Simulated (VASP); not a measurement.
A run of VASP 6.6.1 is set up as follows.

The input POSCAR:

```
CdS
1.0
    0.0000000000      2.9165000000      2.9165000000
    2.9165000000      0.0000000000      2.9165000000
    2.9165000000      2.9165000000      0.0000000000
Cd S
1 1
Direct
    0.0000000000      0.0000000000      0.0000000000
    0.7500000000      0.7500000000      0.7500000000
```

File INCAR.step1:

```
PREC     = Accurate       # precision mode
ENCUT    = 520            # plane-wave cutoff, eV
EDIFF    = 1E-5           # SCF threshold, eV
ISMEAR   = -1             # smearing method
SIGMA    = 0.05           # smearing width, eV
LREAL    = F              # projectors in reciprocal space
LASPH    = T              # aspherical terms in the spheres
NELM     = 100            # most SCF steps
ALGO     = Normal         # electronic algorithm
ISIF     = 2              # what is computed and relaxed
LWAVE    = T              # write WAVECAR
NBANDS   = 16             # bands
GGA      = PE             # functional
```

File INCAR.step2:

```
PREC     = Accurate       # precision mode
ENCUT    = 520            # plane-wave cutoff, eV
EDIFF    = 1E-7           # SCF threshold, eV
ISMEAR   = -1             # smearing method
SIGMA    = 0.05           # smearing width, eV
LREAL    = F              # projectors in reciprocal space
LASPH    = T              # aspherical terms in the spheres
NELM     = 100            # most SCF steps
ALGO     = Normal         # electronic algorithm
ISIF     = 2              # what is computed and relaxed
LWAVE    = F              # write WAVECAR
LCHARG   = T              # write CHGCAR
GGA      = PE             # functional
LHFCALC  = T              # exact exchange
AEXX     = 0.25           # exact-exchange fraction
HFSCREEN = 0.2            # screening, 1/A
PRECFOCK = Normal       
LELF     = T              # ELF
LVHAR    = T            
NBANDS   = 16             # bands
ISTART   = 1
```

File KPOINTS:

```
Automatic mesh
0
Gamma
  4 4 4
```

Potentials or basis: VASP PAW PBE potentials, release 64 (Cd, S).

The run is started by

```sh
$ cat potpaw_PBE.64/Cd/POTCAR potpaw_PBE.64/S/POTCAR > POTCAR
$ cp INCAR.step1 INCAR
$ mpirun -np 1 vasp_std > vasp.out
$ cp INCAR.step2 INCAR
$ mpirun -np 1 vasp_std > vasp.out
```

Task: What does it give for the pressure?

Result: 2.2 GPa.

Task: Predict the band gap on the k mesh.

Result: 2.20 eV.

Caveat: the k points lie up to 0.47 Å⁻¹ apart; the PAW data sets were made with another functional, which shifts forces and pressure a little.
